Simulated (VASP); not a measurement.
Here is a VASP 6.6.1 calculation.

File INCAR:

```
PREC = Accurate
ENCUT = 520
EDIFF = 1E-6
ISMEAR = -1
SIGMA = 0.08
LREAL = F
LASPH = T
NELM = 60
ALGO = Normal
ISIF = 2
LWAVE = F
LCHARG = F
GGA = PE
NBANDS = 16
```

File KPOINTS:

```
Automatic mesh
0
Gamma
  11 11 11
```

Contents of POSCAR:

```
CdSe
1.0
    0.0000000000      3.0989373601      3.0989373601
    3.0989373601      0.0000000000      3.0989373601
    3.0989373601      3.0989373601      0.0000000000
Cd Se
1 1
Direct
    0.0000000000      0.0000000000      0.0000000000
    0.2500000000      0.2500000000      0.2500000000
```

Potentials or basis: VASP PAW PBE potentials, release 64 (Cd, Se).

Run with:

```bash
$ cat potpaw_PBE.64/Cd/POTCAR potpaw_PBE.64/Se/POTCAR > POTCAR
$ mpirun -np 1 vasp_std > vasp.out
```

Q: What does it give for the pressure?

A: 0.2 GPa.

Q: Predict the band gap on the k mesh.

A: 0.49 eV.
